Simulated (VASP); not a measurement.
# Ba: single point with PBE+D3(BJ)

The system is Ba, a slab with vacuum.

```
CELL_PARAMETERS angstrom
15.06000 0.00000 0.00000
0.00000 15.06000 0.00000
0.00000 0.00000 17.02000
ATOMIC_POSITIONS crystal
Ba 0.00000 0.00000 0.05875
Ba 0.33333 0.00000 0.05875
Ba 0.66667 0.00000 0.05875
Ba 0.00000 0.33333 0.05875
Ba 0.33333 0.33333 0.05875
Ba 0.66667 0.33333 0.05875
Ba 0.00000 0.66667 0.05875
Ba 0.33333 0.66667 0.05875
Ba 0.66667 0.66667 0.05875
Ba 0.16358 0.18905 0.22318
Ba 0.50668 0.16033 0.20247
Ba 0.83592 0.15667 0.21336
Ba 0.15215 0.49218 0.20033
Ba 0.48832 0.46930 0.20617
Ba 0.82569 0.49788 0.19327
Ba 0.16387 0.81514 0.18916
Ba 0.51122 0.83979 0.20410
Ba 0.81308 0.81199 0.21867
Ba 0.00900 0.98250 0.36136
Ba 0.30483 0.96274 0.36097
Ba 0.65414 0.99624 0.36912
Ba 0.99266 0.34508 0.34139
Ba 0.31443 0.36790 0.37292
Ba 0.65246 0.34525 0.36546
Ba 0.01185 0.65701 0.36961
Ba 0.33423 0.66347 0.35640
Ba 0.62219 0.65767 0.36996
```

```
Program                : VASP 6.6.1
Task                   : single point
Functional             : PBE
Dispersion             : D3(BJ)
Potentials or basis    : VASP PAW PBE potentials, release 64 (Ba_sv)
Cutoff                 : 520 eV
k mesh                 : 1 × 1 × 1
Occupations            : fermi-dirac, width 0.05 eV
Spin                   : no spin polarisation
Dipole correction      : no
Further INCAR settings : LREAL = Auto; ALGO = Normal; EDIFF = 1e-06; NBANDS = 154
```

```
Largest force              : 0.531 eV/Å
Dispersion energy per atom : -0.118 eV
```

Forces on the atoms (eV/Å):
```
Ba   0.021 -0.025  0.114
Ba  -0.079  0.025  0.057
Ba   0.129 -0.036 -0.075
Ba  -0.092 -0.130 -0.155
Ba  -0.110 -0.120 -0.139
Ba   0.013 -0.127 -0.096
Ba  -0.173 -0.056 -0.140
Ba   0.140 -0.145  0.023
Ba  -0.194 -0.119 -0.106
Ba   0.191 -0.448 -0.211
Ba  -0.226  0.109  0.307
Ba  -0.154  0.127  0.061
Ba   0.283  0.286  0.023
Ba   0.104  0.475 -0.012
Ba  -0.029  0.108  0.430
Ba  -0.051  0.171  0.440
Ba  -0.305 -0.100  0.081
Ba   0.280  0.183  0.039
Ba  -0.169 -0.002 -0.168
Ba   0.276  0.183 -0.157
Ba   0.070  0.018 -0.028
Ba  -0.209 -0.008  0.276
Ba   0.067 -0.183  0.007
Ba   0.170 -0.157 -0.040
Ba  -0.014  0.035 -0.177
Ba  -0.182  0.009 -0.196
Ba   0.242 -0.070 -0.156
```

Levels at points of the mesh, in eV from the Fermi level:
| k point | band 131 | band 132 | band 133 | band 134 | band 135 | band 136 | band 137 | band 138 | band 139 | band 140 |
| --- | --- | --- | --- | --- | --- | --- | --- | --- | --- | --- |
| (0.00, 0.00, 0.00) | -0.12 | -0.10 | -0.08 | -0.06 | -0.05 | 0.01 | 0.08 | 0.09 | 0.12 | 0.15 |

Run time: 24 min on 1 thread of Intel(R) Xeon(R) Platinum 8259CL CPU @ 2.50GHz (Skylake/Cascade Lake), on a shared host, peak memory 2.4 GiB.

Caveat: the k points lie up to 0.42 Å⁻¹ apart; spin-orbit coupling is left out, which moves the levels of the heavy elements.
